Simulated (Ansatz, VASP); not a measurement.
## Te2Mo in VASP and in Ansatz

File INCAR:

```
  PREC = Accurate
  ENCUT = 520
  EDIFF = 1E-7
  ISMEAR = -1
  SIGMA = 0.1
  LREAL = F
  LASPH = T
  NELM = 80
  ALGO = Normal
  ISIF = 2
  LWAVE = F
  LCHARG = T
  GGA = PS
  LELF = T
  LVHAR = T
  NBANDS = 35
```

The input KPOINTS:

```
regular mesh
0
Gamma
  5 5 1
```

File POSCAR:

```
Te2Mo
1.0
    3.5182000000      0.0000000000      0.0000000000
   -1.7591000000      3.0468505756      0.0000000000
    0.0000000000      0.0000000000     13.9736000000
Te Mo
4 2
Direct
    0.3333330000      0.6666670000      0.6210000000
    0.6666670000      0.3333330000      0.1210000000
    0.3333330000      0.6666670000      0.8790000000
    0.6666670000      0.3333330000      0.3790000000
    0.3333330000      0.6666670000      0.2500000000
    0.6666670000      0.3333330000      0.7500000000
```

Input for Ansatz:

```yaml
crystal:
  lattice:
    - [3.5182, 0.0, 0.0]
    - [-1.7590999999999992, 3.0468505755944126, 0.0]
    - [0.0, 0.0, 13.9736]
  atoms:
    - { symbol: Te, position: [0.33333300000000016, 0.6666670000000001, 0.621] }
    - { symbol: Te, position: [0.666667, 0.333333, 0.121] }
    - { symbol: Te, position: [0.33333300000000016, 0.6666670000000001, 0.879] }
    - { symbol: Te, position: [0.666667, 0.333333, 0.379] }
    - { symbol: Mo, position: [0.33333300000000016, 0.6666670000000001, 0.25] }
    - { symbol: Mo, position: [0.666667, 0.333333, 0.7500000000000001] }
basis:
  ecutwfc: 450.0
kpoints:
  mp_grid:
    grid: [5, 5, 1]
hamiltonian:
  xc: pbesol
scf:
  occupations:
    method: fermi_dirac
    width: 0.1
output:
  forces: true
  stress: true
```

Alike in both runs: task single point; functional PBEsol; k mesh 5 × 5 × 1; occupations fermi-dirac, width 0.1 eV; no spin polarisation.

|  | VASP | Ansatz |
| --- | --- | --- |
| version | VASP 6.6.1 | Ansatz 0.2.0 |
| potentials or method | VASP PAW PBE potentials, release 64 (Te, Mo_sv), cutoff 520 eV | plane waves, PAW |
| valence electrons in the cell | 52 | 92 |

```tsv
	VASP	Ansatz	Ansatz less VASP
pressure (GPa)	-0.8	-0.9	-0.13
traceless stress, the component that is largest in VASP (GPa)	0.57	0.50	-0.070
rms of the force components (eV/Å)	0.047	0.061	+0.0138
```

VASP's potentials were made for PBE, not for PBEsol. Atom by atom the forces differ by 0.014 eV/Å (rms over components). VASP's potentials hold 52 valence electrons a cell and Ansatz's 92, so a difference there can come from the potentials and not from the codes. Ansatz's warnings: structure snapped to symmetry.

The k mesh is coarse, so the values compare programs but aren't converged. Neither program's run includes spin-orbit coupling.
